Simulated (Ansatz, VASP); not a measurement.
# One calculation of MgGe2, two programs

INCAR

```
SYSTEM = MgGe2
  PREC = Accurate
  ENCUT = 520
  EDIFF = 1E-6
  ISMEAR = -1
  SIGMA = 0.05
  LREAL = .FALSE.
  LASPH = .TRUE.
  NELM = 100
  ALGO = Normal
  ISIF = 2
  LWAVE = .FALSE.
  LCHARG = .FALSE.
  GGA = PE
  NBANDS = 39
```

The input KPOINTS:

```
regular mesh
0
G
  8 8 5
  0 0 0
```

File POSCAR:

```
MgGe2
1.0
    5.6297769048     -1.8861267011      0.0000000000
    5.6297769048      1.8861267011      0.0000000000
   -3.2807317077      0.0000000000      6.1256034046
Ge Mg
4 2
Direct
    0.5292340000      0.5292340000      0.2936210000
    0.4707660000      0.4707660000      0.7063790000
    0.8803900000      0.8803900000      0.9854400000
    0.1196100000      0.1196100000      0.0145600000
    0.8152860000      0.8152860000      0.3492530000
    0.1847140000      0.1847140000      0.6507470000
```

The input input.yaml:

```yaml
crystal:
  lattice:
    - [5.6297769048, -1.8861267011, 0.0]
    - [5.6297769048, 1.8861267011, 0.0]
    - [-3.2807317077, 0.0, 6.1256034046]
  atoms:
    - { symbol: Ge, position: [0.529234, 0.529234, 0.293621] }
    - { symbol: Ge, position: [0.470766, 0.470766, 0.706379] }
    - { symbol: Ge, position: [0.88039, 0.88039, 0.98544] }
    - { symbol: Ge, position: [0.11961, 0.11961, 0.01456] }
    - { symbol: Mg, position: [0.815286, 0.815286, 0.349253] }
    - { symbol: Mg, position: [0.184714, 0.184714, 0.650747] }
hamiltonian:
  xc: pbe
  pseudopotentials: { kind: paw }
kpoints:
  mp_grid: { grid: [8, 8, 5] }
scf:
  occupations: { method: fermi_dirac, width: 0.05 }
output:
  forces: true
  stress: true
  eigenvalues: true
  write_density: true
  write_potential: true
  elf: true
  volumetric_format: npy
```

Alike in both runs: task single point; functional PBE; k mesh 8 × 8 × 5; occupations fermi-dirac, width 0.05 eV; no spin polarisation.

|  | VASP | Ansatz |
| --- | --- | --- |
| version | VASP 6.6.1 | Ansatz 0.2.0 |
| potentials or method | VASP PAW PBE potentials, release 64 (Ge_d, Mg) | Ansatz PAW |
| plane-wave cutoff (eV) | 520 | 420 |
| valence electrons in the cell | 60 | 76 |

|  | VASP | Ansatz | Ansatz less VASP |
| --- | --- | --- | --- |
| gap on the k mesh at the Fermi level (eV) | none | none | - |
| pressure (GPa) | -3.1 | -3.1 | +0.04 |
| traceless stress, the component that is largest in VASP (GPa) | 0.64 | 0.63 | -0.009 |
| rms of the force components (eV/Å) | 0.081 | 0.086 | +0.0052 |

Atom by atom the forces differ by 0.006 eV/Å (rms over components). A gap of «none» marks a metal or a gap that the smearing closes. With one functional, cell and mesh, what is left measures potentials, basis and numerics. VASP's potentials hold 60 valence electrons a cell and Ansatz's 76, so a difference there can come from the potentials and not from the codes.
